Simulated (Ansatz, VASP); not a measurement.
Two plane-wave programs on Mo

```
CELL_PARAMETERS angstrom
0.00000 2.90216 2.90216
2.90216 0.00000 2.90216
2.90216 2.90216 0.00000
ATOMIC_POSITIONS crystal
Mo 0.12500 0.12500 0.12500
Mo 0.87500 0.87500 0.87500
```

Alike in both runs: task single point; functional RPBE; k mesh 11 × 11 × 11; occupations fermi-dirac, width 0.1 eV; no spin polarisation.

|  | VASP | Ansatz |
| --- | --- | --- |
| version | VASP 6.6.1 | Ansatz 0.2.0 |
| potentials or method | VASP PAW PBE potentials, release 64 (Mo_sv), cutoff 520 eV | plane waves (420 eV) with PAW, scalar-relativistic |
| valence electrons in the cell | 28 | 28 |

Ansatz gave:

```
pressure (GPa) : -3.6
```

Problem. What did VASP give for the same quantities?

Solution. Pressure (GPa): -3.4.

VASP's potentials were made for PBE, not for RPBE.
